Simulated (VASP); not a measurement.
# Bi (R-3m) in VASP: a series of runs, part 3 of 3

VASP 6.6.1.

### Step 5. Electric field gradients, PBEsol (35.03 Å³/atom)

This run uses another cell than the first one, of 35.03 Å³/atom.

The input, INCAR:

```
  PREC = Accurate
  ENCUT = 520
  EDIFF = 1E-8
  ISMEAR = -1
  SIGMA = 0.03
  LREAL = F
  LASPH = T
  NELM = 100
  ALGO = Normal
  ISIF = 2
  LWAVE = F
  LCHARG = F
  GGA = PS
  LEFG = T
  NBANDS = 22
```

The input, KPOINTS:

```
Automatic mesh
0
Gamma
  10 10 10
```

The input, POSCAR:

```
Bi
1.0
    2.2653976160      1.3079279234      3.9407758210
   -2.2653976160      1.3079279234      3.9407758210
    0.0000000000     -2.6158558468      3.9407758210
Bi
2
Direct
    0.2338900000      0.2338900000      0.2338900000
    0.7661100000      0.7661100000      0.7661100000
```

Potentials or basis: VASP PAW PBE potentials, release 64 (Bi_d).

Launch:

```
cat potpaw_PBE.64/Bi_d/POTCAR > POTCAR
mpirun -np 1 vasp_std > vasp.out
```

OUTCAR:

```text
PREC = Accurate
   ENCUT = 520
   EDIFF = 1E-8
   ISMEAR = -1
   LREAL = F
   LASPH = T
   NELM = 100
   ISIF = 2
   GGA = PS

 ion  position               nearest neighbor table
   1  0.234  0.234  0.234-   2 3.06   2 3.06   2 3.06   2 3.52   2 3.52   2 3.52
   2  0.766  0.766  0.766-   1 3.06   1 3.06   1 3.06   1 3.52   1 3.52   1 3.52

  LATTYP: Found a trigonal (rhomboedric) cell.
 ALAT       =     4.7299488245
 COS(alpha) =     0.5412184017

  Lattice vectors:

 A1 = (   2.2653976160,   1.3079279234,   3.9407758210)
 A2 = (  -2.2653976160,   1.3079279234,   3.9407758210)
 A3 = (   0.0000000000,  -2.6158558468,   3.9407758210)

Analysis of symmetry for initial positions (statically):
=====================================================================
 Subroutine PRICEL returns:
 Original cell was already a primitive cell.

 Routine SETGRP: Setting up the symmetry group for a
 trigonal (rhombohedral) supercell.

 Subroutine GETGRP returns: Found 12 space group operations
 (whereof 12 operations were pure point group operations)
 out of a pool of 12 trial point group operations.

The static configuration has the point symmetry D_3d.

Analysis of symmetry for dynamics (positions and initial velocities):
=====================================================================
 Subroutine PRICEL returns:
 Original cell was already a primitive cell.

 Routine SETGRP: Setting up the symmetry group for a
 trigonal (rhombohedral) supercell.

 Subroutine GETGRP returns: Found 12 space group operations
 (whereof 12 operations were pure point group operations)
 out of a pool of 12 trial point group operations.

[... 154 lines left out ...]
 k-point     1 :       0.0000    0.0000    0.0000
  band No.  band energies     occupation
      1     -16.6449      2.00000
      2     -16.6449      2.00000
      3     -16.4898      2.00000
      4     -16.4898      2.00000
      5     -16.4730      2.00000
      6     -16.3004      2.00000
[... 589 lines left out ...]
     21      15.4208      0.00000
     22      15.5300      0.00000

 [... further k-points ...]

------------------------ aborting loop because EDIFF is reached ----------------------------------------

  FORCE on cell =-STRESS in cart. coord.  units (eV):
  Direction    XX          YY          ZZ          XY          YZ          ZX
  --------------------------------------------------------------------------------------
  -------------------------------------------------------------------------------------
  Total       -0.0997756     -0.0997756     -0.1101207      0.0000000      0.0000000      0.0000000
  in kB       -2.2817787     -2.2817787     -2.5183633      0.0000000      0.0000000      0.0000000
  external PRESSURE =      -2.3606402 kB  Pullay stress =       0.0000000 kB

 VOLUME and BASIS-vectors are now :
 -----------------------------------------------------------------------------
  energy-cutoff  :      520.00
  volume of cell :       70.06
      direct lattice vectors                 reciprocal lattice vectors
     2.265397616  1.307927923  3.940775821     0.220711806  0.127428021  0.084585713
    -2.265397616  1.307927923  3.940775821    -0.220711806  0.127428021  0.084585713
     0.000000000 -2.615855847  3.940775821     0.000000000 -0.254856042  0.084585713

 POSITION                                       TOTAL-FORCE (eV/Angst)
 -----------------------------------------------------------------------------------
      0.00000      0.00000      2.76512         0.000000      0.000000      0.165062
      0.00000      0.00000      9.05720         0.000000     -0.000000     -0.165062
 -----------------------------------------------------------------------------------
    total drift:                                0.000000     -0.000000      0.000000

  FREE ENERGIE OF THE ION-ELECTRON SYSTEM (eV)
  ---------------------------------------------------
  free  energy   TOTEN  =        -8.6034377997 eV

  energy  without entropy=       -8.6029193481  energy(sigma->0) =       -8.60317857

 Electric field gradients (V/A^2)
---------------------------------------------------------------------
 ion       V_xx      V_yy      V_zz      V_xy      V_xz      V_yz
---------------------------------------------------------------------
   1      14.274    14.274   -28.547    -0.000     0.000     0.000
   2      14.274    14.274   -28.547    -0.000    -0.000     0.000
---------------------------------------------------------------------

 Electric field gradients after diagonalization (V/A^2)
 (convention: |V_zz| > |V_xx| > |V_yy|)
----------------------------------------------------------------------
 ion       V_xx      V_yy      V_zz     asymmetry (V_yy - V_xx)/ V_zz
----------------------------------------------------------------------
   1      14.274    14.274   -28.547       0.000
   2      14.274    14.274   -28.547       0.000
----------------------------------------------------------------------

           NMR quadrupolar parameters

 Cq : quadrupolar parameter    Cq=e*Q*V_zz/h
 eta: asymmetry parameters     (V_yy - V_xx)/ V_zz
 Q  : nuclear electric quadrupole moment in mb (millibarn)
----------------------------------------------------------------------
 ion       Cq(MHz)       eta       Q (mb)
----------------------------------------------------------------------
   1      -0.069       0.000       1.000
   2      -0.069       0.000       1.000
----------------------------------------------------------------------
```

stdout:

```text
POSCAR found type information on POSCAR Bi
 POSCAR found :  1 types and       2 ions
 scaLAPACK will be used
 -----------------------------------------------------------------------------
|                                                                             |
|                                                                             |
|     You enforced a specific xc type in the INCAR file but a different       |
|     I HOPE YOU KNOW WHAT YOU ARE DOING!                                     |
|                                                                             |
 -----------------------------------------------------------------------------

 LDA part: xc-table for (Slater+PW92), standard interpolation
 POSCAR, INCAR and KPOINTS ok, starting setup
 FFT: planning ... GRIDC
 FFT: planning ... GRID_SOFT
 FFT: planning ... GRID
 WAVECAR not read
 entering main loop
ion   1

ion   2
```

Wall time 88 s (1 thread of AMD EPYC 9R45 (Zen 5), shared host); peak memory 0.26 GiB.

Results:

| Property | Result |
| --- | --- |
| Free energy | -8.6034 eV |
| Pressure | -0.2 GPa |
| Largest force | 0.165 eV/Å |
| Band gap on the k mesh | zero (bands 15 and 16 overlap by 0.22 eV) |
| Largest electric field gradient by atom | Bi -28.5 V/Å² |

Forces in eV/Å, atoms in the order of the input:
```
Bi   0.000  0.000  0.165
Bi   0.000  0.000 -0.165
```

Electric field gradients, principal values (V/Å²):
| atom | least | middle | greatest (by size) |
| --- | --- | --- | --- |
| 1 Bi | 14.274 | 14.274 | -28.547 |
| 2 Bi | 14.274 | 14.274 | -28.547 |

Caveat: without QUAD_EFG the Cq values of the log hold for a quadrupole moment of 1 mb, not for the nuclei; the PAW data sets were made with another functional, which shifts forces and pressure a little; spin-orbit coupling is left out, which moves the levels of the heavy elements.

### Step 6. The runs side by side

```tsv
cell	gap on the mesh (eV)	pressure (GPa)	largest force (eV/Å)
a = 4.649 Å, angles 57.2°, 2 atoms	none	2.6	0.42
a = 4.682 Å, angles 57.2°, 2 atoms	none	1.4	0.31
a = 4.713 Å, angles 57.7°, 2 atoms	none	-0.3	0.18
a = 4.730 Å, angles 57.2°, 2 atoms	none	-0.2	0.17
```

Alike in all rows: task electric field gradients; level PBEsol; potentials or basis VASP PAW PBE potentials, release 64 (Bi_d); no spin polarisation; k mesh 10 × 10 × 10; cutoff (eV) 520; smearing fermi-dirac 0.03 eV.

Caveats: the PAW data sets were made with another functional, which shifts forces and pressure a little; spin-orbit coupling is left out, which moves the levels of the heavy elements.

Total energies depend on the potentials used, so only differences within one code and one set of settings carry meaning.
